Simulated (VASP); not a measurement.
# Al2InAs3 (P3m1) in VASP: further runs

Al2InAs3 is run at these levels: PBE; tasks: relaxation of shape and atoms at fixed volume.

Program: VASP 6.6.1. These are calculated values, not measurements. Logs are shortened: lines on timing, memory, paths and dates and some standing lists are left out, and cuts for length are marked.

## Step 1: The cell of the first run

Symmetry: P3m1, No. 156, trigonal system. Conventional cell: a = 4.237 Å, b = 4.237 Å, c = 10.388 Å, α = 90.00°, β = 90.00°, γ = 120.00°. Within 3.3 Å of Al (site symmetry 3m) lie 4 As at 2.51 to 2.57 Å. Al (site symmetry 3m) has 4 As at 2.53 to 2.57 Å within 3.3 Å. Within 3.5 Å of In (site symmetry 3m) lie 4 As at 2.65 to 2.72 Å. Within 3.3 Å of As (site symmetry 3m) lie 1 Al at 2.51 Å and 3 In at 2.65 Å. As (site symmetry 3m) has 3 Al at 2.57 Å and 1 In at 2.72 Å within 3.4 Å. As (site symmetry 3m) has 4 Al at 2.53 to 2.57 Å within 3.3 Å.

## Step 2: Relaxation of shape and atoms at fixed volume, PBE (26.92 Å³/atom)

File INCAR:

```
SYSTEM = Al2InAs3
ALGO = Normal
EDIFF = 1E-7
EDIFFG = -0.01
ENCUT = 600
GGA = PE
IBRION = 2
ISIF = 4
ISMEAR = 0
LASPH = .TRUE.
LCHARG = .FALSE.
LREAL = .FALSE.
LWAVE = .FALSE.
NELM = 80
NSW = 50
PREC = Accurate
SIGMA = 0.02
```

File KPOINTS:

```
k-points
0
G
  6 6 4
  0 0 0
```

File POSCAR:

```
Al2InAs3
1.0
    4.2373066630      0.0000000000      0.0000000000
   -2.1186533315      3.6696152138      0.0000000000
    0.0000000000      0.0000000000     10.3879085336
Al In As
2 1 3
Direct
    0.0000000000      0.0000000000      0.0064527333
    0.6666666667      0.3333333333      0.3270651970
    0.3333333333      0.6666666667      0.6654764238
    0.0000000000      0.0000000000      0.7645914739
    0.3333333333      0.6666666667      0.4032351640
    0.6666666667      0.3333333333      0.0831790079
```

Potentials or basis: VASP PAW PBE potentials, release 64 (Al, In_d, As).

Command:

```console
> cat potpaw_PBE.64/Al/POTCAR potpaw_PBE.64/In_d/POTCAR potpaw_PBE.64/As/POTCAR > POTCAR
> mpirun -np 1 vasp_std > vasp.out
```

OUTCAR:

```text
SYSTEM = Al2InAs3
   EDIFF = 1E-7
   EDIFFG = -0.01
   ENCUT = 600
   GGA = PE
   IBRION = 2
   ISIF = 4
   ISMEAR = 0
   LASPH = .TRUE.
   LREAL = .FALSE.
   NELM = 80
   NSW = 50
   PREC = Accurate

 ion  position               nearest neighbor table
   1  0.000  0.000  0.006-   4 2.51   6 2.57   6 2.57   6 2.57
   2  0.667  0.333  0.327-   6 2.53   5 2.57   5 2.57   5 2.57
   3  0.333  0.667  0.665-   4 2.65   4 2.65   4 2.65   5 2.72
   4  0.000  0.000  0.765-   1 2.51   3 2.65   3 2.65   3 2.65
   5  0.333  0.667  0.403-   2 2.57   2 2.57   2 2.57   3 2.72
   6  0.667  0.333  0.083-   2 2.53   1 2.57   1 2.57   1 2.57

  LATTYP: Found a hexagonal cell.
 ALAT       =     4.2373066630
 C/A-ratio  =     2.4515356947

  Lattice vectors:

 A1 = (   4.2373066630,   0.0000000000,   0.0000000000)
 A2 = (  -2.1186533315,   3.6696152138,   0.0000000000)
 A3 = (   0.0000000000,   0.0000000000,  10.3879085336)

Analysis of symmetry for initial positions (statically):
=====================================================================
 Subroutine PRICEL returns:
 Original cell was already a primitive cell.

 Routine SETGRP: Setting up the symmetry group for a
 hexagonal supercell.

 Subroutine GETGRP returns: Found  6 space group operations
 (whereof  6 operations were pure point group operations)
 out of a pool of 24 trial point group operations.

The static configuration has the point symmetry C_3v.

Analysis of symmetry for dynamics (positions and initial velocities):
=====================================================================
 Subroutine PRICEL returns:
 Original cell was already a primitive cell.

 Routine SETGRP: Setting up the symmetry group for a
 hexagonal supercell.

 Subroutine GETGRP returns: Found  6 space group operations
 (whereof  6 operations were pure point group operations)
 out of a pool of 24 trial point group operations.

The dynamic configuration has the point symmetry C_3v.

 Subroutine INISYM returns: Found  6 space group operations
 (whereof  6 operations are pure point group operations),
 and found     1 'primitive' translations

----------------------------------------------------------------------------------------

                                     Primitive cell

  volume of cell :     161.5246

  direct lattice vectors                    reciprocal lattice vectors
     4.237306663  0.000000000  0.000000000     0.235998968  0.136254068  0.000000000
    -2.118653332  3.669615214  0.000000000     0.000000000  0.272508136  0.000000000
     0.000000000  0.000000000 10.387908534     0.000000000  0.000000000  0.096265769
[... 83 lines left out ...]
   ISTART =      0    job   : 0-new  1-cont  2-samecut
   ICHARG =      2    charge: 1-file 2-atom 10-const
   ISPIN  =      1    spin polarized calculation?
   LNONCOLLINEAR =      F non collinear calculations
   LSORBIT =      F    spin-orbit coupling
   LASPH  =      T    aspherical Exc in radial PAW
   ENCUT  =  600.0 eV  44.10 Ry    6.64 a.u.   8.46  8.46 20.75*2*pi/ulx,y,z
   NELM   =     80;   NELMIN=  2; NELMDL= -5     # of ELM steps
   EDIFF  = 0.1E-06   stopping-criterion for ELM
   LREAL  =      F    real-space projection
   EDIFFG = -.1E-01   stopping-criterion for IOM
   NSW    =     50    number of steps for IOM
   IBRION =      2    ionic relax: 0-MD 1-quasi-New 2-CG
   NFREE  =      1    steps in history (QN), initial steepest desc. (CG)
   ISIF   =      4    stress and relaxation
   ISYM   =      2    0-nonsym 1-usesym 2-fastsym
   POTIM  = 0.5000    time-step for ionic-motion
   TEBEG  =    0.0;   TEEND  =   0.0 temperature during run
   PSTRESS=    0.0 pullay stress
   NELECT =      34.0000    total number of electrons
   NUPDOWN=      -1.0000    fix difference up-down
   EMIN   =  10.00;   EMAX   =-10.00  energy-range for DOS
   EFERMI =   0.00;   METHOD = LEGACY
   ISMEAR =     0;   SIGMA  =   0.02  broadening in eV -4-tet -1-fermi 0-gaus
   EFERMI_NEDOS =   21; number of points for ismear=-14 and -15
   IALGO  =     38    algorithm
   IMIX   =      4    mixing-type and parameters
     AMIX     =   0.40;   BMIX     =  1.00
     AMIX_MAG =   1.60;   BMIX_MAG =  1.00
  volume/ion in A,a.u.               =      26.92       181.67
  Fermi-wavevector in a.u.,A,eV,Ry     =   0.973842  1.840294 12.903321  0.948367
  Thomas-Fermi vector in A             =   2.104253
   LORBIT       =      0    0 simple, 1 ext, 2 COOP (PROOUT), +10 PAW based schemes
   GGA     = PE    functional components
   LHFCALC =     F    Hartree Fock is set to
   AEXX    =    0.0000 exact exchange contribution
   IVDW    =     0    specifies the selected vdW correction
   LEPSILON=     F    determine dielectric tensor
   LRPA    =     F    only Hartree local field effects (RPA)
 conjugate gradient relaxation of ions
 non-spin polarized calculation
 Gauss-broadening in eV      SIGMA  =   0.02
  energy-cutoff  :      600.00
  volume of cell :      161.52
 maximum number of plane-waves:      5447
 NGX is ok and might be reduce to    36
   NGX = 17   NGY = 17   NGZ = 41

--------------------------------------- Ionic step        1  -------------------------------------------

 number of electron      34.0000006 magnetization

 Free energy of the ion-electron system (eV)
  ---------------------------------------------------
  ext. energy  EPLUGINS =         0.00000000
  ---------------------------------------------------
  free energy    TOTEN  =       -26.23699236 eV

  energy without entropy =      -26.23699236  energy(sigma->0) =      -26.23699236

------------------------ aborting loop because EDIFF is reached ----------------------------------------

  FORCE on cell =-STRESS in cart. coord.  units (eV):
  Direction    XX          YY          ZZ          XY          YZ          ZX
  --------------------------------------------------------------------------------------
  -------------------------------------------------------------------------------------
  Total       -3.0142585     -3.0142585     -3.0516853     -0.0000000     -0.0000000      0.0000000
  in kB      -29.8987154    -29.8987154    -30.2699561     -0.0000000     -0.0000000      0.0000000
  external PRESSURE =     -30.0224623 kB  Pullay stress =       0.0000000 kB
[... 107 lines left out ...]
--------------------------------------- Ionic step        4  -------------------------------------------

 number of electron      34.0000006 magnetization

 Free energy of the ion-electron system (eV)
  ---------------------------------------------------
  ext. energy  EPLUGINS =         0.00000000
  ---------------------------------------------------
  free energy    TOTEN  =       -26.23721797 eV

  energy without entropy =      -26.23721797  energy(sigma->0) =      -26.23721797

 E-fermi :   3.5893     XC(G=0):  -8.6631

 val. band max:        3.4574509390   @ k =   0.0000   0.0000   0.0000
 cond. band min:       3.7771789891   @ k =   0.0000   0.0000   0.0000
 fundamental gap:      0.3197280501
 Fermi energy:         3.5893075715

 k-point     1 :       0.0000    0.0000    0.0000
  band No.  band energies     occupation
      1     -10.7312      2.00000
      2     -10.6955      2.00000
      3     -10.6955      2.00000
      4     -10.5992      2.00000
      5     -10.5992      2.00000
      6      -8.0516      2.00000
[... 598 lines left out ...]
  FREE ENERGIE OF THE ION-ELECTRON SYSTEM (eV)
  ---------------------------------------------------
  free  energy   TOTEN  =       -26.2372179701 eV

  energy  without entropy=      -26.2372179701  energy(sigma->0) =      -26.23721797

 reached required accuracy - stopping structural energy minimisation
```

OSZICAR:

```text
N       E                     dE             d eps       ncg     rms          rms(c)
DAV:   1     0.226782532465E+03    0.22678E+03   -0.14762E+04  1008   0.160E+03
DAV:   2     0.265757090580E+01   -0.22412E+03   -0.21649E+03  1059   0.329E+02
DAV:   3    -0.257459068704E+02   -0.28403E+02   -0.27444E+02  1342   0.114E+02
DAV:   4    -0.268820925129E+02   -0.11362E+01   -0.11311E+01  1189   0.237E+01
[... 30 lines left out ...]
DAV:   1    -0.262372110081E+02   -0.12376E-04   -0.28392E-03  1053   0.285E-01    0.147E-02
DAV:   2    -0.262372186657E+02   -0.76576E-05   -0.92793E-05  1462   0.823E-02    0.555E-03
DAV:   3    -0.262372182138E+02    0.45198E-06   -0.15083E-06  1278   0.982E-03    0.427E-03
DAV:   4    -0.262372179670E+02    0.24672E-06   -0.69783E-07  1234   0.733E-03    0.131E-03
DAV:   5    -0.262372179701E+02   -0.31014E-08   -0.12806E-07   699   0.318E-03
   4 F= -.26237218E+02 E0= -.26237218E+02  d E =-.194260E-04
```

CONTCAR:

```text
Al2InAs3
   1.00000000000000
     4.2378157466325250    0.0000000000000000    0.0000000000000000
    -2.1189078733162625    3.6700560931561812    0.0000000000000000
    -0.0000000000000000   -0.0000000000000000   10.3854129099702845
  Al              In              As
     2     1     3
Direct
     1.0000000000000000    0.0000000000000000    0.0062309090548766
     0.6666666667000030    0.3333333332999970    0.3268863120639518
     0.3333333332999970    0.6666666667000030    0.6658872207582073
     0.0000000000000000    1.0000000000000000    0.7643493945726535
     0.3333333332999970    0.6666666667000030    0.4033403407779922
     0.6666666667000030    0.3333333332999970    0.0833058226723240

  0.00000000E+00  0.00000000E+00  0.00000000E+00
  0.00000000E+00  0.00000000E+00  0.00000000E+00
  0.00000000E+00  0.00000000E+00  0.00000000E+00
  0.00000000E+00  0.00000000E+00  0.00000000E+00
  0.00000000E+00  0.00000000E+00  0.00000000E+00
  0.00000000E+00  0.00000000E+00  0.00000000E+00
```

It took 9 min on 1 thread of Intel Xeon 8259CL, shared host; peak memory 0.4 GiB.

Results:

* Free energy: -26.2372 eV
* Energy gained by relaxing: 0.0 meV/atom
* Ionic steps: 4
* Pressure after relaxing: -3.0 GPa
* Largest force after relaxing: 0.008 eV/Å
* Band gap on the k mesh: 0.32 eV

Forces in eV/Å, atoms in the order of the input:
```
Al   0.000  0.000 -0.006
Al   0.000  0.000  0.003
In   0.000  0.000  0.003
As   0.000  0.000  0.000
As   0.000  0.000  0.007
As   0.000  0.000 -0.008
```

The path:
```csv
step,energy change (eV),largest force (eV/Å),pressure (GPa),volume (Å³)
1,0.0000,0.0464,-3.00,161.52
2,-0.0002,0.0231,-2.99,161.52
3,-0.0002,0.0138,-2.99,161.52
4,-0.0002,0.0076,-2.99,161.52
```

Final structure:
```cif
data_structure
_symmetry_space_group_name_H-M 'P 1'
_symmetry_Int_Tables_number 1
_cell_length_a 4.2378
_cell_length_b 4.2378
_cell_length_c 10.3854
_cell_angle_alpha 90.000
_cell_angle_beta 90.000
_cell_angle_gamma 120.000
_cell_volume 161.52
loop_
_atom_site_label
_atom_site_type_symbol
_atom_site_fract_x
_atom_site_fract_y
_atom_site_fract_z
_atom_site_occupancy
Al1 Al 0.00000 0.00000 0.00623 1
Al2 Al 0.66667 0.33333 0.32689 1
In1 In 0.33333 0.66667 0.66589 1
As1 As 0.00000 0.00000 0.76435 1
As2 As 0.33333 0.66667 0.40334 1
As3 As 0.66667 0.33333 0.08331 1
```

Levels at points of the mesh, in eV from the valence-band top:
```csv
k point,band 13,band 14,band 15,band 16,band 17,band 18,band 19,band 20,band 21
"(0.00, 0.00, 0.00)",-0.79,-0.79,-0.27,0.00,0.00,0.32,1.21,1.58,3.73
"(0.50, 0.00, 0.00)",-2.25,-2.21,-2.05,-1.50,-1.14,1.36,1.92,2.23,2.42
"(0.00, 0.00, 0.50)",-1.14,-0.68,-0.68,-0.09,-0.09,1.14,1.46,1.74,3.89
"(0.50, 0.00, 0.50)",-2.65,-2.13,-1.81,-1.01,-0.90,1.14,1.65,2.18,3.15
```

Caveat: semilocal functionals underestimate gaps, and a narrow one can read as zero; spin-orbit coupling is left out, which moves the levels of the heavy elements.

## Step 3: Relaxation of shape and atoms at fixed volume, PBE (27.94 Å³/atom)

This run uses another cell than the first one, of 27.94 Å³/atom.

File INCAR:

```
PREC = Accurate
ENCUT = 600
EDIFF = 1E-6
ISMEAR = 0
SIGMA = 0.02
LREAL = F
LASPH = T
NELM = 80
ALGO = Normal
ISIF = 4
LWAVE = F
LCHARG = F
GGA = PE
IBRION = 2
NSW = 50
EDIFFG = -0.01
```

File KPOINTS:

```
regular mesh
0
Gamma
  6 6 4
```

File POSCAR:

```
Al2InAs3
1.0
    4.2904205290      0.0000000000      0.0000000000
   -2.1452102645      3.7156131710      0.0000000000
    0.0000000000      0.0000000000     10.5146544515
Al In As
2 1 3
Direct
    0.0000000000      0.0000000000      0.0061504549
    0.6666666667      0.3333333333      0.3269136168
    0.3333333333      0.6666666667      0.6659802096
    0.0000000000      0.0000000000      0.7643569688
    0.3333333333      0.6666666667      0.4034241693
    0.6666666667      0.3333333333      0.0831745806
```

Potentials or basis: VASP PAW PBE potentials, release 64 (Al, In_d, As).

Command:

```console
> cat potpaw_PBE.64/Al/POTCAR potpaw_PBE.64/In_d/POTCAR potpaw_PBE.64/As/POTCAR > POTCAR
> mpirun -np 1 vasp_std > vasp.out
```

OUTCAR:

```text
PREC = Accurate
   ENCUT = 600
   EDIFF = 1E-6
   ISMEAR = 0
   LREAL = F
   LASPH = T
   NELM = 80
   ISIF = 4
   GGA = PE
   IBRION = 2
   NSW = 50
   EDIFFG = -0.01

 ion  position               nearest neighbor table
   1  0.000  0.000  0.006-   4 2.54   6 2.61   6 2.61   6 2.61
   2  0.667  0.333  0.327-   6 2.56   5 2.60   5 2.60   5 2.60
   3  0.333  0.667  0.666-   4 2.68   4 2.68   4 2.68   5 2.76
   4  0.000  0.000  0.764-   1 2.54   3 2.68   3 2.68   3 2.68
   5  0.333  0.667  0.403-   2 2.60   2 2.60   2 2.60   3 2.76
   6  0.667  0.333  0.083-   2 2.56   1 2.61   1 2.61   1 2.61

  LATTYP: Found a hexagonal cell.
 ALAT       =     4.2904205290
 C/A-ratio  =     2.4507281700

  Lattice vectors:

 A1 = (   4.2904205290,   0.0000000000,   0.0000000000)
 A2 = (  -2.1452102645,   3.7156131710,   0.0000000000)
 A3 = (   0.0000000000,   0.0000000000,  10.5146544515)

Analysis of symmetry for initial positions (statically):
=====================================================================
 Subroutine PRICEL returns:
 Original cell was already a primitive cell.

 Routine SETGRP: Setting up the symmetry group for a
 hexagonal supercell.
[... 162 lines left out ...]
 maximum number of plane-waves:      5646
 NGX is ok and might be reduce to    36
   NGX = 17   NGY = 17   NGZ = 43

--------------------------------------- Ionic step        1  -------------------------------------------

 number of electron      34.0000002 magnetization

 Free energy of the ion-electron system (eV)
  ---------------------------------------------------
  ext. energy  EPLUGINS =         0.00000000
  ---------------------------------------------------
  free energy    TOTEN  =       -26.09261778 eV

  energy without entropy =      -26.09261727  energy(sigma->0) =      -26.09261753

------------------------ aborting loop because EDIFF is reached ----------------------------------------

  FORCE on cell =-STRESS in cart. coord.  units (eV):
  Direction    XX          YY          ZZ          XY          YZ          ZX
  --------------------------------------------------------------------------------------
  -------------------------------------------------------------------------------------
  Total       -4.7549676     -4.7549676     -4.8033932      0.0000000     -0.0000000      0.0000000
  in kB      -45.4498846    -45.4498846    -45.9127562      0.0000000     -0.0000000      0.0000000
  external PRESSURE =     -45.6041751 kB  Pullay stress =       0.0000000 kB
[... 107 lines left out ...]
--------------------------------------- Ionic step        4  -------------------------------------------

 number of electron      34.0000003 magnetization

 Free energy of the ion-electron system (eV)
  ---------------------------------------------------
  ext. energy  EPLUGINS =         0.00000000
  ---------------------------------------------------
  free energy    TOTEN  =       -26.09294936 eV

  energy without entropy =      -26.09294930  energy(sigma->0) =      -26.09294933

 E-fermi :   3.1920     XC(G=0):  -8.5170

 val. band max:        3.1333915471   @ k =   0.0000   0.0000   0.0000
 cond. band min:       3.2482879164   @ k =   0.0000   0.0000   0.0000
 fundamental gap:      0.1148963693
 Fermi energy:         3.1919838655

 k-point     1 :       0.0000    0.0000    0.0000
  band No.  band energies     occupation
      1     -10.9991      2.00000
      2     -10.9722      2.00000
      3     -10.9722      2.00000
      4     -10.8853      2.00000
      5     -10.8853      2.00000
      6      -8.1651      2.00000
[... 598 lines left out ...]
  FREE ENERGIE OF THE ION-ELECTRON SYSTEM (eV)
  ---------------------------------------------------
  free  energy   TOTEN  =       -26.0929493589 eV

  energy  without entropy=      -26.0929493013  energy(sigma->0) =      -26.09294933

 reached required accuracy - stopping structural energy minimisation
```

Run time: 8.7 min. Hardware: 1 thread of Intel Xeon 8259CL, shared host; peak memory 0.4 GiB.

What came out:

- Free energy: -26.0929 eV
- Energy gained by relaxing: 0.1 meV/atom
- Ionic steps: 4
- Pressure after relaxing: -4.5 GPa
- Largest force after relaxing: 0.009 eV/Å
- Band gap on the k mesh: 0.11 eV

Forces in eV/Å, atoms in the order of the input:
```
Al   0.000  0.000 -0.006
Al   0.000  0.000  0.003
In   0.000  0.000  0.004
As   0.000  0.000  0.001
As   0.000  0.000  0.007
As   0.000  0.000 -0.009
```

Step by step:
| step | energy change (eV) | largest force (eV/Å) | pressure (GPa) | volume (Å³) |
| --- | --- | --- | --- | --- |
| 1 | 0.0000 | 0.0560 | -4.56 | 167.62 |
| 2 | -0.0003 | 0.0277 | -4.55 | 167.62 |
| 3 | -0.0003 | 0.0149 | -4.55 | 167.62 |
| 4 | -0.0003 | 0.0089 | -4.54 | 167.62 |

Final structure:
```
Al In As
1.0
     4.29115    0.00000    0.00000
    -2.14557    3.71624    0.00000
     0.00000    0.00000   10.51109
Al In As
2 1 3
Direct
  0.00000 0.00000 0.00588
  0.66667 0.33333 0.32667
  0.33333 0.66667 0.66648
  0.00000 0.00000 0.76410
  0.33333 0.66667 0.40351
  0.66667 0.33333 0.08334
```

Caveat: semilocal functionals underestimate gaps, and a narrow one can read as zero; spin-orbit coupling is left out, which moves the levels of the heavy elements.
